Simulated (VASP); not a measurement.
Write the native input for VASP 6.6.1 that does the following.

| Item | Value |
| --- | --- |
| Task | relaxation of cell and atoms |
| Functional | LDA |
| Potentials or basis | VASP PAW LDA potentials, release 64 (Cu_sv_GW, Pt_sv_GW) |
| Cutoff | 820 eV |
| k mesh | 6 × 6 × 6 |
| Occupations | fermi-dirac, width 0.1 eV |
| Spin | no spin polarisation |
| Dipole correction | no |
| Further INCAR settings | ALGO = Normal; EDIFF = 1e-07; IBRION = 2; EDIFFG = -0.005; NSW = 80; ISIF = 3 |

The structure of Cu3Pt lies in POSCAR:

```
Cu3Pt
1.0
    3.7100000000      0.0000000000      0.0000000000
    0.0000000000      3.7100000000      0.0000000000
    0.0000000000      0.0000000000      3.7100000000
Cu Pt
3 1
Direct
    0.0000000000      0.5000000000      0.5000000000
    0.5000000000      0.0000000000      0.5000000000
    0.5000000000      0.5000000000      0.0000000000
    0.0000000000      0.0000000000      0.0000000000
```

The input as run:

INCAR

```
ALGO = Normal
EDIFF = 1E-7
EDIFFG = -0.005
ENCUT = 820
GGA_COMPAT = F
IBRION = 2
ISIF = 3
ISMEAR = -1
LASPH = T
LCHARG = F
LREAL = F
LWAVE = F
NELM = 120
NELMIN = 4
NSW = 80
PREC = Accurate
SIGMA = 0.1
```

KPOINTS

```
k-points
0
Gamma
  6 6 6
```

Potentials or basis: VASP PAW LDA potentials, release 64 (Cu_sv_GW, Pt_sv_GW).

Run with:

```console
$ cat potpaw_LDA.64/Cu_sv_GW/POTCAR potpaw_LDA.64/Pt_sv_GW/POTCAR > POTCAR
$ mpirun -np 1 vasp_std > vasp.out
```

It gave:

| Property | Result |
| --- | --- |
| Relaxed volume | 11.95 Å³/atom |
| Relaxed cell | a = 3.629 Å, b = 3.629 Å, c = 3.629 Å, α = 90.00°, β = 90.00°, γ = 90.00° |
| Space group after relaxing (to 0.1 Å) | Pm-3m (No. 221) |
| Energy gained by relaxing | 35.0 meV/atom |
| Ionic steps | 8 |
| Pressure after relaxing | 0.0 GPa |
| Band gap on the k mesh | zero (an odd number of electrons rules out a gap without spin polarisation) |

Caveat: spin-orbit coupling is left out, which moves the levels of the heavy elements.

It took 22 min on 1 thread of Intel(R) Xeon(R) Platinum 8259CL CPU @ 2.50GHz (Skylake/Cascade Lake) (shared host), peak memory 0.25 GiB.
